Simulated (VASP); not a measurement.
# K4Te4O11 (a cell with a defect) in VASP: relaxation of the atoms with PBEsol

Aim: the relaxation of the atoms of K4Te4O11 (a cell with a defect) with PBEsol.

All numbers are computed with VASP 6.6.1; they aren't measurements. Logs are shortened: lines on timing, memory, paths and dates and some standing lists are left out, and cuts for length are marked.

## Step 1: The cell of the first run

The cell holds a defect, 19 atoms: a = 8.229 Å, b = 8.229 Å, c = 4.114 Å, α = 90.00°, β = 90.00°, γ = 90.00°.

## Step 2: Relaxation of the atoms, PBEsol

INCAR reads:

```
PREC = Accurate ; ENCUT = 520
EDIFF = 1E-7 ; ISMEAR = 0
SIGMA = 0.3 ; LREAL = False
LASPH = True ; NELM = 120
ALGO = Normal ; ISIF = 2
LWAVE = False ; LCHARG = False
GGA = PS ; IBRION = 2
NSW = 60 ; EDIFFG = -0.03
GGA_COMPAT = False ; NELMIN = 4
KPAR = 4
```

KPOINTS reads:

```
regular mesh
0
Gamma
  2 2 4
```

POSCAR reads:

```
K4Te4O11
1.0
    8.2287800000      0.0000000000      0.0000000000
    0.0000000000      8.2287800000      0.0000000000
    0.0000000000      0.0000000000      4.1143900000
K Te O
4 4 11
Direct
    0.0000000000      0.0000000000      0.0000000000
    0.0000000000      0.5000000000      0.0000000000
    0.5000000000      0.0000000000      0.0000000000
    0.5000000000      0.5000000000      0.0000000000
    0.2500000000      0.2500000000      0.5000000000
    0.2500000000      0.7500000000      0.5000000000
    0.7500000000      0.2500000000      0.5000000000
    0.7500000000      0.7500000000      0.5000000000
    0.2500000000      0.2500000000      0.0000000000
    0.0000000000      0.2500000000      0.5000000000
    0.2500000000      0.7500000000      0.0000000000
    0.2500000000      0.5000000000      0.5000000000
    0.0000000000      0.7500000000      0.5000000000
    0.7500000000      0.2500000000      0.0000000000
    0.7500000000      0.0000000000      0.5000000000
    0.5000000000      0.2500000000      0.5000000000
    0.7500000000      0.7500000000      0.0000000000
    0.7500000000      0.5000000000      0.5000000000
    0.5000000000      0.7500000000      0.5000000000
```

Potentials or basis: VASP PAW PBE potentials, release 64 (K_sv, Te, O).

Started as:

```
cat potpaw_PBE.64/K_sv/POTCAR potpaw_PBE.64/Te/POTCAR potpaw_PBE.64/O/POTCAR > POTCAR
mpirun -np 4 vasp_std > vasp.out
```

OUTCAR:

```text
PREC = Accurate
   ENCUT = 520
   EDIFF = 1E-7
   ISMEAR = 0
   LREAL = False
   LASPH = True
   NELM = 120
   ISIF = 2
   GGA = PS
   IBRION = 2
   NSW = 60
   EDIFFG = -0.03
   NELMIN = 4

 ion  position               nearest neighbor table
   1  0.000  0.000  0.000-   5 3.56   6 3.56   7 3.56   8 3.56   5 3.56   6 3.56   7 3.56   8 3.56

   2  0.000  0.500  0.000-   5 3.56   6 3.56   7 3.56   8 3.56   5 3.56   6 3.56   7 3.56   8 3.56

   3  0.500  0.000  0.000-   5 3.56   6 3.56   7 3.56   8 3.56   5 3.56   6 3.56   7 3.56   8 3.56

   4  0.500  0.500  0.000-   5 3.56   6 3.56   7 3.56   8 3.56   5 3.56   6 3.56   7 3.56   8 3.56

   5  0.250  0.250  0.500-   9 2.06  10 2.06  12 2.06  16 2.06   9 2.06   2 3.56   3 3.56   4 3.56
                             1 3.56   2 3.56   3 3.56   4 3.56   1 3.56
   6  0.250  0.750  0.500-  11 2.06  12 2.06  13 2.06  19 2.06  11 2.06   2 3.56   3 3.56   4 3.56
                             1 3.56   2 3.56   3 3.56   4 3.56   1 3.56
   7  0.750  0.250  0.500-  10 2.06  14 2.06  15 2.06  16 2.06  18 2.06  14 2.06   3 3.56   4 3.56
                             1 3.56   1 3.56   2 3.56   3 3.56   4 3.56   2 3.56
   8  0.750  0.750  0.500-  13 2.06  15 2.06  17 2.06  18 2.06  19 2.06  17 2.06   3 3.56   4 3.56
                             1 3.56   1 3.56   2 3.56   3 3.56   4 3.56   2 3.56
   9  0.250  0.250  0.000-   5 2.06   5 2.06
  10  0.000  0.250  0.500-   5 2.06   7 2.06
  11  0.250  0.750  0.000-   6 2.06   6 2.06
  12  0.250  0.500  0.500-   5 2.06   6 2.06
  13  0.000  0.750  0.500-   6 2.06   8 2.06
  14  0.750  0.250  0.000-   7 2.06   7 2.06
  15  0.750  0.000  0.500-   7 2.06   8 2.06
  16  0.500  0.250  0.500-   5 2.06   7 2.06
  17  0.750  0.750  0.000-   8 2.06   8 2.06
  18  0.750  0.500  0.500-   7 2.06   8 2.06
  19  0.500  0.750  0.500-   6 2.06   8 2.06

  LATTYP: Found a simple tetragonal cell.
 ALAT       =     8.2287800000
 C/A-ratio  =     0.5000000000

  Lattice vectors:

 A1 = (   8.2287800000,   0.0000000000,   0.0000000000)
 A2 = (   0.0000000000,   8.2287800000,   0.0000000000)
 A3 = (   0.0000000000,   0.0000000000,   4.1143900000)

Analysis of symmetry for initial positions (statically):
=====================================================================
 Subroutine PRICEL returns:
 Original cell was already a primitive cell.

 Routine SETGRP: Setting up the symmetry group for a
 simple tetragonal supercell.

 Subroutine GETGRP returns: Found  8 space group operations
 (whereof  4 operations were pure point group operations)
 out of a pool of 16 trial point group operations.

The static configuration has the point symmetry C_2v.
 The point group associated with its full space group is D_2h.

Analysis of symmetry for dynamics (positions and initial velocities):
=====================================================================
 Subroutine PRICEL returns:
 Original cell was already a primitive cell.

 Routine SETGRP: Setting up the symmetry group for a
 simple tetragonal supercell.

 Subroutine GETGRP returns: Found  8 space group operations
 (whereof  4 operations were pure point group operations)
 out of a pool of 16 trial point group operations.

The dynamic configuration has the point symmetry C_2v.
 The point group associated with its full space group is D_2h.

 Subroutine INISYM returns: Found  8 space group operations
 (whereof  4 operations are pure point group operations),
 and found     1 'primitive' translations

----------------------------------------------------------------------------------------

                                     Primitive cell

  volume of cell :     278.5970

  direct lattice vectors                    reciprocal lattice vectors
     8.228780000  0.000000000  0.000000000     0.121524697  0.000000000  0.000000000
     0.000000000  8.228780000  0.000000000     0.000000000  0.121524697  0.000000000
     0.000000000  0.000000000  4.114390000     0.000000000  0.000000000  0.243049395

  length of vectors
     8.228780000  8.228780000  4.114390000     0.121524697  0.121524697  0.243049395

  position of ions in fractional coordinates (direct lattice)
     0.000000000  0.000000000  0.000000000
     0.000000000  0.500000000  0.000000000
     0.500000000  0.000000000  0.000000000
     0.500000000  0.500000000  0.000000000
     0.250000000  0.250000000  0.500000000
     0.250000000  0.750000000  0.500000000
[... 11 lines left out ...]
     0.750000000  0.500000000  0.500000000
     0.500000000  0.750000000  0.500000000

  ion indices of the primitive-cell ions
   primitive index   ion index
                 1           1
                 2           2
                 3           3
                 4           4
                 5           5
                 6           6
[... 11 lines left out ...]
                18          18
                19          19

----------------------------------------------------------------------------------------

 KPOINTS: regular mesh

Automatic generation of k-mesh.
 Grid dimensions read from file:
 generate k-points for:    2    2    4

 Generating k-lattice:

  Cartesian coordinates                     Fractional coordinates (reciprocal lattice)
     0.060762349  0.000000000  0.000000000     0.500000000  0.000000000  0.000000000
     0.000000000  0.060762349  0.000000000     0.000000000  0.500000000  0.000000000
     0.000000000  0.000000000  0.060762349     0.000000000  0.000000000  0.250000000

  Length of vectors
     0.060762349  0.060762349  0.060762349

  Shift w.r.t. Gamma in fractional coordinates (k-lattice)
     0.000000000  0.000000000  0.000000000

 Subroutine IBZKPT returns following result:
 ===========================================

 Found     12 irreducible k-points:

 Following reciprocal coordinates:
            Coordinates               Weight
  0.000000  0.000000  0.000000      1.000000
  0.500000  0.000000  0.000000      1.000000
  0.000000  0.500000  0.000000      1.000000
  0.500000  0.500000  0.000000      1.000000
  0.000000  0.000000  0.250000      2.000000
  0.500000  0.000000  0.250000      2.000000
  0.000000  0.500000  0.250000      2.000000
  0.500000  0.500000  0.250000      2.000000
  0.000000  0.000000  0.500000      1.000000
  0.500000  0.000000  0.500000      1.000000
  0.000000  0.500000  0.500000      1.000000
  0.500000  0.500000  0.500000      1.000000
   k-points           NKPTS =     12   k-points in BZ     NKDIM =     12   number of bands    NBANDS=     75
   number of dos      NEDOS =    301   number of ions     NIONS =     19
   total plane-waves  NPLWV = 131072
   dimension x,y,z NGX =    64 NGY =   64 NGZ =   32
   dimension x,y,z NGXF=   128 NGYF=  128 NGZF=   64
   ions per type =               4   4  11
   NGX,Y,Z   is equivalent  to a cutoff of  12.93, 12.93, 12.93 a.u.
   NGXF,Y,Z  is equivalent  to a cutoff of  25.86, 25.86, 25.86 a.u.
 SYSTEM =  unknown system
   PREC   = accura    normal or accurate (medium, high low for compatibility)
   ISTART =      0    job   : 0-new  1-cont  2-samecut
   ICHARG =      2    charge: 1-file 2-atom 10-const
   ISPIN  =      1    spin polarized calculation?
   LNONCOLLINEAR =      F non collinear calculations
   LSORBIT =      F    spin-orbit coupling
   LASPH  =      T    aspherical Exc in radial PAW
   ENCUT  =  520.0 eV  38.22 Ry    6.18 a.u.  15.30 15.30  7.65*2*pi/ulx,y,z
   NELM   =    120;   NELMIN=  4; NELMDL= -5     # of ELM steps
   EDIFF  = 0.1E-06   stopping-criterion for ELM
   LREAL  =      F    real-space projection
   EDIFFG = -.3E-01   stopping-criterion for IOM
   NSW    =     60    number of steps for IOM
   IBRION =      2    ionic relax: 0-MD 1-quasi-New 2-CG
   NFREE  =      1    steps in history (QN), initial steepest desc. (CG)
   ISIF   =      2    stress and relaxation
   ISYM   =      2    0-nonsym 1-usesym 2-fastsym
   POTIM  = 0.5000    time-step for ionic-motion
   TEBEG  =    0.0;   TEEND  =   0.0 temperature during run
   PSTRESS=    0.0 pullay stress
   NELECT =     126.0000    total number of electrons
   NUPDOWN=      -1.0000    fix difference up-down
   EMIN   =  10.00;   EMAX   =-10.00  energy-range for DOS
   EFERMI =   0.00;   METHOD = LEGACY
   ISMEAR =     0;   SIGMA  =   0.30  broadening in eV -4-tet -1-fermi 0-gaus
   EFERMI_NEDOS =   21; number of points for ismear=-14 and -15
   IALGO  =     38    algorithm
   IMIX   =      4    mixing-type and parameters
     AMIX     =   0.40;   BMIX     =  1.00
     AMIX_MAG =   1.60;   BMIX_MAG =  1.00
  volume/ion in A,a.u.               =      14.66        98.95
  Fermi-wavevector in a.u.,A,eV,Ry     =   1.256627  2.374680 21.485099  1.579110
  Thomas-Fermi vector in A             =   2.390325
   LORBIT       =      0    0 simple, 1 ext, 2 COOP (PROOUT), +10 PAW based schemes
   GGA     = PS    functional components
   LHFCALC =     F    Hartree Fock is set to
   AEXX    =    0.0000 exact exchange contribution
   IVDW    =     0    specifies the selected vdW correction
   LEPSILON=     F    determine dielectric tensor
   LRPA    =     F    only Hartree local field effects (RPA)
 conjugate gradient relaxation of ions
 non-spin polarized calculation
 Gauss-broadening in eV      SIGMA  =   0.30
  energy-cutoff  :      520.00
  volume of cell :      278.60
 maximum number of plane-waves:      7592
 NGX is ok and might be reduce to    64
   NGX = 31   NGY = 31   NGZ = 15

--------------------------------------- Ionic step        1  -------------------------------------------

 number of electron     126.0000085 magnetization

 Free energy of the ion-electron system (eV)
  ---------------------------------------------------
  ext. energy  EPLUGINS =         0.00000000
  ---------------------------------------------------
  free energy    TOTEN  =      -100.90730983 eV

  energy without entropy =     -100.82427507  energy(sigma->0) =     -100.86579245

------------------------ aborting loop because EDIFF is reached ----------------------------------------

  FORCE on cell =-STRESS in cart. coord.  units (eV):
  Direction    XX          YY          ZZ          XY          YZ          ZX
  --------------------------------------------------------------------------------------
  -------------------------------------------------------------------------------------
  Total       -0.2756892     -6.6594225     -0.1356249      0.0000000      0.0000000      0.0000000
  in kB       -1.5854554    -38.2975322     -0.7799627      0.0000000      0.0000000      0.0000000
  external PRESSURE =     -13.5543168 kB  Pullay stress =       0.0000000 kB
[... 140 lines left out ...]
  FREE ENERGIE OF THE ION-ELECTRON SYSTEM (eV)
  ---------------------------------------------------
  free  energy   TOTEN  =      -100.9402810601 eV

  energy  without entropy=     -100.8510163148  energy(sigma->0) =     -100.89564869

[... ionic steps 4 to 12 ...]

--------------------------------------- Ionic step       13  -------------------------------------------

 number of electron     126.0000052 magnetization

------------------------ aborting loop because EDIFF is reached ----------------------------------------
[... 101 lines left out ...]
--------------------------------------- Ionic step       15  -------------------------------------------

 number of electron     126.0000052 magnetization

 Free energy of the ion-electron system (eV)
  ---------------------------------------------------
  ext. energy  EPLUGINS =         0.00000000
  ---------------------------------------------------
  free energy    TOTEN  =      -100.98472213 eV

  energy without entropy =     -100.90753049  energy(sigma->0) =     -100.94612631

 E-fermi :   4.6240     XC(G=0): -10.3599

 val. band max:        4.5923327703   @ k =   0.0000   0.5000   0.0000
 cond. band min:       4.7058588070   @ k =   0.5000   0.0000   0.5000
 fundamental gap:      0.1135260366
 Fermi energy:         4.6239991227

 k-point     1 :       0.0000    0.0000    0.0000
  band No.  band energies     occupation
      1     -24.3649      2.00000
      2     -24.3497      2.00000
      3     -23.9937      2.00000
      4     -23.9772      2.00000
      5     -15.8423      2.00000
      6     -15.3625      2.00000
[... 971 lines left out ...]
  FREE ENERGIE OF THE ION-ELECTRON SYSTEM (eV)
  ---------------------------------------------------
  free  energy   TOTEN  =      -100.9847221265 eV

  energy  without entropy=     -100.9075304927  energy(sigma->0) =     -100.94612631

 reached required accuracy - stopping structural energy minimisation
```

It took 10 min on 4 MPI ranks of Intel Xeon Platinum 8488C (Sapphire Rapids), shared host; peak memory 0.5 GiB.

Results:

```
Free energy                  : -100.9847 eV
Energy gained by relaxing    : 4.1 meV/atom
Ionic steps                  : 15
Pressure after relaxing      : -0.5 GPa
Largest force after relaxing : 0.020 eV/Å
Band gap on the k mesh       : zero (bands 63 and 64 overlap by 2.45 eV)
```

Forces in eV/Å, atoms in the order of the input:
```
K    0.005  0.000  0.000
K   -0.006  0.000  0.000
K   -0.005  0.000  0.000
K    0.006  0.000  0.000
Te   0.000 -0.018  0.000
Te   0.000  0.018  0.000
Te   0.000 -0.020  0.000
Te   0.000  0.020  0.000
O    0.000  0.003  0.000
O    0.001 -0.004  0.000
O    0.000 -0.003  0.000
O    0.000  0.000  0.000
O    0.001  0.004  0.000
O    0.000  0.000  0.000
O    0.000  0.000  0.000
O   -0.001 -0.004  0.000
O    0.000  0.000  0.000
O    0.000  0.000  0.000
O   -0.001  0.004  0.000
```

Stress tensor (GPa, compression positive):
```
 0.39  0.00  0.00
 0.00 -2.03  0.00
 0.00  0.00  0.13
```

The path:
| step | energy change (eV) | largest force (eV/Å) | pressure (GPa) |
| --- | --- | --- | --- |
| 1 | 0.0000 | 0.6484 | -1.36 |
| 2 | -0.0330 | 0.2970 | -0.74 |
| 3 | -0.0330 | 0.2896 | -0.75 |
| 4 | -0.0472 | 0.1823 | -0.53 |
| 5 | -0.0495 | 0.2684 | -0.40 |
| 6 | -0.0614 | 0.1820 | -0.44 |
| 7 | -0.0733 | 0.0941 | -0.52 |
| 8 | -0.0750 | 0.0590 | -0.49 |
| 9 | -0.0751 | 0.0792 | -0.48 |
| 10 | -0.0759 | 0.0491 | -0.49 |
| 11 | -0.0759 | 0.0588 | -0.49 |
| 12 | -0.0767 | 0.0418 | -0.51 |
| 13 | -0.0773 | 0.0324 | -0.55 |
| 14 | -0.0773 | 0.0349 | -0.55 |
| 15 | -0.0774 | 0.0202 | -0.50 |

Final structure:
```
K Te O
1.0
     8.22878    0.00000    0.00000
     0.00000    8.22878    0.00000
     0.00000    0.00000    4.11439
K Te O
4 4 11
Direct
  0.98891 0.00000 0.00000
  0.99610 0.50000 0.00000
  0.51109 0.00000 0.00000
  0.50390 0.50000 0.00000
  0.25000 0.25653 0.50000
  0.25000 0.74347 0.50000
  0.75000 0.25223 0.50000
  0.75000 0.74777 0.50000
  0.25000 0.26161 0.00000
  0.99897 0.25231 0.50000
  0.25000 0.73839 0.00000
  0.25000 0.50000 0.50000
  0.99897 0.74769 0.50000
  0.75000 0.24822 0.00000
  0.75000 0.00000 0.50000
  0.50103 0.25231 0.50000
  0.75000 0.75178 0.00000
  0.75000 0.50000 0.50000
  0.50103 0.74769 0.50000
```

Caveat: the k points lie up to 0.38 Å⁻¹ apart, too coarse for converged energies and pressures of a metal; so wide a smearing shifts energies and pressures; the PAW data sets were made with another functional, which shifts forces and pressure a little; spin-orbit coupling is left out, which moves the levels of the heavy elements.
